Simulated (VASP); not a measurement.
Crystal: Ge.

```
Ge
1.0
     1.62047   -2.15091    0.00000
     1.62047    2.15091    0.00000
     0.00000    0.00000    6.94232
Ge
2
Cartesian
  0.0000 0.0000 4.7124
  0.0000 0.0000 2.2299
```

The cell was built from a structure type or drawn by symmetry, and may not be a known phase.

```yaml
Program: VASP 6.6.1
Task: relaxation of cell and atoms
Functional: PBE
Potentials_or_basis: VASP PAW PBE potentials, release 64 (Ge_d)
Cutoff: 600 eV
k_mesh: 6 × 6 × 4
Occupations: gaussian, width 0.1 eV
Spin: no spin polarisation
```

At the start: pressure 4.0 GPa; volume 24.20 Å³/atom.

Q: Where does the relaxation end?

A: Over 39 steps the energy falls by 231.0 meV/atom and the volume is 19.84 Å³/atom (-18.0 %); space group Cmmm (No. 65, to 0.1 Å) before and after.

Step by step:
```csv
step,energy change (eV),largest force (eV/Å),pressure (GPa),volume (Å³)
1,0.0000,0.5962,3.97,48.39
2,-0.0780,0.2010,-1.05,52.71
3,-0.0781,0.1684,-1.33,53.00
4,-0.1109,0.1040,-1.43,52.90
5,-0.1134,0.2120,-1.43,52.85
6,-0.1537,0.0590,0.01,50.89
7,-0.1557,0.0150,0.27,50.56
8,-0.1547,0.0758,0.87,49.91
9,-0.1561,0.0181,0.50,50.32
10,-0.1602,0.2182,-0.13,50.50
11,-0.1611,0.1577,0.04,50.45
12,-0.1640,0.1289,-0.37,50.52
13,-0.1663,0.0767,-0.97,50.64
14,-0.1678,0.0762,-0.95,50.48
15,-0.1722,0.0736,-0.87,49.99
16,-0.1809,0.0641,-0.75,49.01
17,-0.1968,0.0548,-0.28,47.07
18,-0.2449,0.3137,0.93,43.27
19,-0.3228,0.2112,8.41,36.03
20,-0.3163,0.6352,3.71,39.42
21,-0.3378,0.5139,6.29,37.43
22,-0.3368,0.4676,6.66,37.18
23,-0.3373,0.4482,6.73,37.12
24,-0.3383,0.3948,6.92,36.96
25,-0.3383,0.3093,7.38,36.62
26,-0.3404,0.3049,7.30,36.65
27,-0.3464,0.2904,7.01,36.74
28,-0.3577,0.2562,6.47,36.91
29,-0.3771,0.1801,5.39,37.26
30,-0.4050,0.0919,3.47,37.96
31,-0.4397,0.0390,0.45,39.39
32,-0.3997,0.5702,-2.81,42.29
33,-0.4449,0.2185,-0.95,40.23
34,-0.4453,0.1884,-0.70,40.07
35,-0.4495,0.2073,-0.67,40.05
36,-0.4576,0.1986,-0.50,39.99
37,-0.4581,0.2204,-0.30,39.96
38,-0.4599,0.1659,-0.21,39.88
39,-0.4620,0.0344,0.12,39.69
```

Final structure:
```
Ge
1.0
     1.72832   -2.18888    0.00000
     1.72832    2.18888    0.00000
     0.00000    0.00000    5.24564
Ge
2
Direct
  0.00000 0.00000 0.75044
  0.00000 0.00000 0.24956
```

Caveat: the k points lie up to 0.39 Å⁻¹ apart in the final cell, too coarse for converged energies and pressures of a metal; the volume moved by over 15 % at a fixed basis, so the end points are rough.
